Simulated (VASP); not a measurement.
# O (R-3m) in VASP: relaxation of cell and atoms with PBEsol

Aim: the relaxation of cell and atoms of O with PBEsol.

All numbers are computed with VASP 6.6.1; they aren't measurements. Logs are shortened: lines on timing, memory, paths and dates and some standing lists are left out, and cuts for length are marked.

## Step 1: The cell of the first run

The structure is trigonal, space group R-3m (No. 166). Conventional cell: a = 3.527 Å, b = 3.527 Å, c = 11.646 Å, α = 90.00°, β = 90.00°, γ = 120.00°. Within 1.6 Å of O (site symmetry 3m) lie 1 O at 1.22 Å.

## Step 2: Relaxation of cell and atoms, PBEsol, collinear spin, ferromagnetic start

INCAR

```
SYSTEM = O
ALGO = Normal ; EDIFF = 1E-7
EDIFFG = -0.005 ; ENCUT = 910
GGA = PS ; GGA_COMPAT = .False.
IBRION = 2 ; ISIF = 3
ISMEAR = 0 ; ISPIN = 2
LASPH = .True. ; LCHARG = .False.
LORBIT = 11 ; LREAL = .False.
LWAVE = .False. ; MAGMOM = 0.61 0.61
NELM = 200 ; NELMIN = 4
NSW = 70 ; PREC = Accurate
SIGMA = 0.02
```

KPOINTS

```
k-points
0
Gamma
  9 9 9
  0 0 0
```

POSCAR

```
O
1.0
    1.7637033856      1.0182746245      3.8818702962
   -1.7637033856      1.0182746245      3.8818702962
    0.0000000000     -2.0365492489      3.8818702962
O
2
Direct
    0.9476824978      0.9476824978      0.9476824978
    0.0523175022      0.0523175022      0.0523175022
```

Potentials or basis: VASP PAW PBE potentials, release 64 (O_h).

On the command line:

```bash
> cat potpaw_PBE.64/O_h/POTCAR > POTCAR
> mpirun -np 1 vasp_std > vasp.out
```

OUTCAR:

```text
SYSTEM = O
   EDIFF = 1E-7
   EDIFFG = -0.005
   ENCUT = 910
   GGA = PS
   IBRION = 2
   ISIF = 3
   ISMEAR = 0
   ISPIN = 2
   LASPH = .True.
   LORBIT = 11
   LREAL = .False.
   NELM = 200
   NELMIN = 4
   NSW = 70
   PREC = Accurate

 ion  position               nearest neighbor table
   1  0.948  0.948  0.948-   2 1.22
   2  0.052  0.052  0.052-   1 1.22

  LATTYP: Found a trigonal (rhomboedric) cell.
 ALAT       =     4.3836571307
 COS(alpha) =     0.6762513723

  Lattice vectors:

 A1 = (   1.7637033856,   1.0182746245,   3.8818702962)
 A2 = (  -1.7637033856,   1.0182746245,   3.8818702962)
 A3 = (   0.0000000000,  -2.0365492489,   3.8818702962)

Analysis of symmetry for initial positions (statically):
=====================================================================
 Subroutine PRICEL returns:
 Original cell was already a primitive cell.

 Routine SETGRP: Setting up the symmetry group for a
 trigonal (rhombohedral) supercell.

 Subroutine GETGRP returns: Found 12 space group operations
 (whereof 12 operations were pure point group operations)
 out of a pool of 12 trial point group operations.

The static configuration has the point symmetry D_3d.

Analysis of symmetry for dynamics (positions and initial velocities):
=====================================================================
 Subroutine PRICEL returns:
 Original cell was already a primitive cell.

 Routine SETGRP: Setting up the symmetry group for a
 trigonal (rhombohedral) supercell.

 Subroutine GETGRP returns: Found 12 space group operations
 (whereof 12 operations were pure point group operations)
 out of a pool of 12 trial point group operations.

The dynamic configuration has the point symmetry D_3d.

Analysis of structural, dynamic, and magnetic symmetry:
=====================================================================
 Subroutine PRICEL returns:
 Original cell was already a primitive cell.

 Routine SETGRP: Setting up the symmetry group for a
 trigonal (rhombohedral) supercell.

 Subroutine GETGRP returns: Found 12 space group operations
 (whereof 12 operations were pure point group operations)
 out of a pool of 12 trial point group operations.

The overall configuration has the point symmetry D_3d.

 Subroutine INISYM returns: Found 12 space group operations
 (whereof 12 operations are pure point group operations),
 and found     1 'primitive' translations

----------------------------------------------------------------------------------------

                                     Primitive cell

  volume of cell :      41.8295

  direct lattice vectors                    reciprocal lattice vectors
     1.763703386  1.018274625  3.881870296     0.283494381  0.163675557  0.085869261
    -1.763703386  1.018274625  3.881870296    -0.283494381  0.163675557  0.085869261
     0.000000000 -2.036549249  3.881870296     0.000000000 -0.327351115  0.085869261

  length of vectors
     4.383657131  4.383657131  4.383657131     0.338426184  0.338426184  0.338426184

  position of ions in fractional coordinates (direct lattice)
     0.947682498  0.947682498  0.947682498
     0.052317502  0.052317502  0.052317502

  ion indices of the primitive-cell ions
   primitive index   ion index
                 1           1
                 2           2

----------------------------------------------------------------------------------------

 KPOINTS: k-points

Automatic generation of k-mesh.
 Grid dimensions read from file:
 generate k-points for:    9    9    9

 Generating k-lattice:

  Cartesian coordinates                     Fractional coordinates (reciprocal lattice)
     0.031499376  0.018186173  0.009541029     0.111111111  0.000000000 -0.000000000
    -0.031499376  0.018186173  0.009541029     0.000000000  0.111111111 -0.000000000
     0.000000000 -0.036372346  0.009541029     0.000000000  0.000000000  0.111111111

  Length of vectors
     0.037602909  0.037602909  0.037602909

  Shift w.r.t. Gamma in fractional coordinates (k-lattice)
     0.000000000  0.000000000  0.000000000
[... 35 lines left out ...]
   total plane-waves  NPLWV = 110592
   dimension x,y,z NGX =    48 NGY =   48 NGZ =   48
   dimension x,y,z NGXF=    96 NGYF=   96 NGZF=   96
   ions per type =               2
   NGX,Y,Z   is equivalent  to a cutoff of  18.20, 18.20, 18.20 a.u.
   NGXF,Y,Z  is equivalent  to a cutoff of  36.41, 36.41, 36.41 a.u.
 SYSTEM =  O
   PREC   = accura    normal or accurate (medium, high low for compatibility)
   ISTART =      0    job   : 0-new  1-cont  2-samecut
   ICHARG =      2    charge: 1-file 2-atom 10-const
   ISPIN  =      2    spin polarized calculation?
   LNONCOLLINEAR =      F non collinear calculations
   LSORBIT =      F    spin-orbit coupling
   LASPH  =      T    aspherical Exc in radial PAW
   ENCUT  =  910.0 eV  66.88 Ry    8.18 a.u.  10.78 10.78 10.78*2*pi/ulx,y,z
   NELM   =    200;   NELMIN=  4; NELMDL= -5     # of ELM steps
   EDIFF  = 0.1E-06   stopping-criterion for ELM
   LREAL  =      F    real-space projection
   EDIFFG = -.5E-02   stopping-criterion for IOM
   NSW    =     70    number of steps for IOM
   IBRION =      2    ionic relax: 0-MD 1-quasi-New 2-CG
   NFREE  =      1    steps in history (QN), initial steepest desc. (CG)
   ISIF   =      3    stress and relaxation
   ISYM   =      2    0-nonsym 1-usesym 2-fastsym
   POTIM  = 0.5000    time-step for ionic-motion
   TEBEG  =    0.0;   TEEND  =   0.0 temperature during run
   PSTRESS=    0.0 pullay stress
   NELECT =      12.0000    total number of electrons
   NUPDOWN=      -1.0000    fix difference up-down
   EMIN   =  10.00;   EMAX   =-10.00  energy-range for DOS
   EFERMI =   0.00;   METHOD = LEGACY
   ISMEAR =     0;   SIGMA  =   0.02  broadening in eV -4-tet -1-fermi 0-gaus
   EFERMI_NEDOS =   21; number of points for ismear=-14 and -15
   IALGO  =     38    algorithm
   IMIX   =      4    mixing-type and parameters
     AMIX     =   0.40;   BMIX     =  1.00
     AMIX_MAG =   1.60;   BMIX_MAG =  1.00
  volume/ion in A,a.u.               =      20.91       141.14
  Fermi-wavevector in a.u.,A,eV,Ry     =   1.079711  2.040359 15.861354  1.165777
  Thomas-Fermi vector in A             =   2.215684
   LORBIT       =     11    0 simple, 1 ext, 2 COOP (PROOUT), +10 PAW based schemes
   GGA     = PS    functional components
   LHFCALC =     F    Hartree Fock is set to
   AEXX    =    0.0000 exact exchange contribution
   IVDW    =     0    specifies the selected vdW correction
   LEPSILON=     F    determine dielectric tensor
   LRPA    =     F    only Hartree local field effects (RPA)
 conjugate gradient relaxation of ions
 spin polarized calculation
 Gauss-broadening in eV      SIGMA  =   0.02
  energy-cutoff  :      910.00
  volume of cell :       41.83
 maximum number of plane-waves:      2625
 NGX is ok and might be reduce to    48
   NGX = 21   NGY = 21   NGZ = 21

--------------------------------------- Ionic step        1  -------------------------------------------

 number of electron      12.0000000 magnetization       1.9999890

 Free energy of the ion-electron system (eV)
  ---------------------------------------------------
  ext. energy  EPLUGINS =         0.00000000
  ---------------------------------------------------
  free energy    TOTEN  =       -10.45431622 eV

  energy without entropy =      -10.45431622  energy(sigma->0) =      -10.45431622

------------------------ aborting loop because EDIFF is reached ----------------------------------------

  FORCE on cell =-STRESS in cart. coord.  units (eV):
  Direction    XX          YY          ZZ          XY          YZ          ZX
  --------------------------------------------------------------------------------------
  -------------------------------------------------------------------------------------
  Total       -0.0490872     -0.0490872     -0.5205288     -0.0000000     -0.0000000      0.0000000
  in kB       -1.8801639     -1.8801639    -19.9375881     -0.0000000     -0.0000000      0.0000000
  external PRESSURE =      -7.8993053 kB  Pullay stress =       0.0000000 kB
[... 89 lines left out ...]
  FREE ENERGIE OF THE ION-ELECTRON SYSTEM (eV)
  ---------------------------------------------------
  free  energy   TOTEN  =       -10.4554118988 eV

  energy  without entropy=      -10.4554118988  energy(sigma->0) =      -10.45541190

[... ionic steps 4 to 10 ...]

--------------------------------------- Ionic step       11  -------------------------------------------

 number of electron      12.0000001 magnetization       2.0000001

------------------------ aborting loop because EDIFF is reached ----------------------------------------
[... 67 lines left out ...]
--------------------------------------- Ionic step       13  -------------------------------------------

 number of electron      12.0000001 magnetization       2.0000001

 Free energy of the ion-electron system (eV)
  ---------------------------------------------------
  ext. energy  EPLUGINS =         0.00000000
  ---------------------------------------------------
  free energy    TOTEN  =       -10.45600642 eV

  energy without entropy =      -10.45600642  energy(sigma->0) =      -10.45600642

 E-fermi :  -2.3790     XC(G=0):  -6.6771

 val. band max:       -2.5891371355   @ k =   0.4444   0.4444   0.3333
 cond. band min:      -1.0928785839   @ k =   0.4444   0.4444  -0.0000
 fundamental gap:      1.4962585516
 Fermi energy:        -2.3790375963

 spin component 1

 k-point     1 :       0.0000    0.0000    0.0000
  band No.  band energies     occupation
      1     -28.9472      1.00000
      2     -16.4498      1.00000
      3     -10.0777      1.00000
      4      -9.2883      1.00000
      5      -9.2883      1.00000
      6      -2.6992      1.00000
      7      -2.6992      1.00000
      8       3.8153      0.00000
      9       8.2924      0.00000
     10      10.6194      0.00000
     11      12.5876      0.00000
[... 310 lines left out ...]
  band No.  band energies     occupation
      1     -28.8878      1.00000
      2     -16.5354      1.00000
      3      -9.8564      1.00000
      4      -9.4963      1.00000
      5      -9.4655      1.00000
      6      -3.2346      1.00000
      7      -2.6340      1.00000
      8       6.2488      0.00000
      9       7.8361      0.00000
     10       9.4005      0.00000
     11       9.8225      0.00000

 [... further k-points ...]

 spin component 2

 k-point     1 :       0.0000    0.0000    0.0000
  band No.  band energies     occupation
      1     -27.7155      1.00000
      2     -14.6453      1.00000
      3      -9.1177      1.00000
      4      -7.3778      1.00000
      5      -7.3778      1.00000
      6      -0.3607      0.00000
      7      -0.3607      0.00000
      8       4.2240      0.00000
      9       9.4104      0.00000
     10      10.7135      0.00000
     11      13.2277      0.00000
[... 351 lines left out ...]
  FREE ENERGIE OF THE ION-ELECTRON SYSTEM (eV)
  ---------------------------------------------------
  free  energy   TOTEN  =       -10.4560064220 eV

  energy  without entropy=      -10.4560064220  energy(sigma->0) =      -10.45600642

 reached required accuracy - stopping structural energy minimisation

 total charge

# of ion       s       p       d       tot
------------------------------------------
    1        1.084   2.217   0.000   3.301
    2        1.084   2.217   0.000   3.301
--------------------------------------------------
tot          2.168   4.435   0.000   6.602

 magnetization (x)

# of ion       s       p       d       tot
------------------------------------------
    1        0.013   0.607   0.000   0.620
    2        0.013   0.607   0.000   0.620
--------------------------------------------------
tot          0.027   1.214   0.000   1.241
```

Wall time 29 min (1 thread of Intel Xeon Platinum 8124M at 3.00GHz (Skylake/Cascade Lake), shared host); peak memory 0.46 GiB.

What came out:

```yaml
Free_energy: -10.4560 eV
Relaxed_volume: 20.38 Å³/atom
Relaxed_cell: a = 4.347 Å, b = 4.347 Å, c = 4.347 Å, α = 47.42°, β = 47.42°, γ = 47.42°
Space_group_after_relaxing_to_0.1_Å: R-3m (No. 166)
Energy_gained_by_relaxing: 0.8 meV/atom
Ionic_steps: 13
Pressure_after_relaxing: 0.0 GPa
Band_gap_on_the_k_mesh: 1.50 eV (least direct gap 1.54 eV)
Net_moment: 2.00 μB per cell
Site_moments: O +0.62 μB
Valence_electrons_inside_the_program's_atomic_spheres: O 3.30
```

The path:
```tsv
step	energy change (eV)	largest force (eV/Å)	pressure (GPa)	volume (Å³)
1	0.0000	0.3827	-0.79	41.83
2	0.0879	4.0686	6.05	41.21
3	-0.0011	0.0105	-0.20	41.76
4	-0.0011	0.0109	-0.17	41.76
5	-0.0011	0.0195	-0.16	41.76
6	-0.0012	0.0190	-0.14	41.65
7	-0.0015	0.0177	-0.08	41.31
8	-0.0017	0.0171	0.03	40.65
9	-0.0017	0.0168	0.03	40.70
10	-0.0017	0.0169	0.00	40.94
11	-0.0017	0.0173	0.02	40.76
12	-0.0011	0.2916	-0.47	40.77
13	-0.0017	0.0008	0.00	40.76
```

Final structure:
```
CELL_PARAMETERS angstrom
1.74823 1.00934 3.85013
-1.74823 1.00934 3.85013
0.00000 -2.01869 3.85013
ATOMIC_POSITIONS crystal
O 0.94748 0.94748 0.94748
O 0.05252 0.05252 0.05252
```

Levels at points of the mesh, in eV from the valence-band top:
Spin up:
```csv
k point,band 4,band 5,band 6,band 7,band 8,band 9,band 10,band 11
"(0.00, 0.00, 0.00)",-6.70,-6.70,-0.11,-0.11,6.40,10.88,13.21,15.18
```
Spin down:
```
           k point  band 2  band 3  band 4  band 5  band 6  band 7  band 8  band 9
(0.00, 0.00, 0.00)  -12.06   -6.53   -4.79   -4.79    2.23    2.23    6.81   12.00
```

Caveat: this functional lacks dispersion, which holds the molecules together, so the pressure and a relaxed volume are unreliable; the PAW data sets were made with another functional, which shifts forces and pressure a little. A k mesh can miss the band edges.
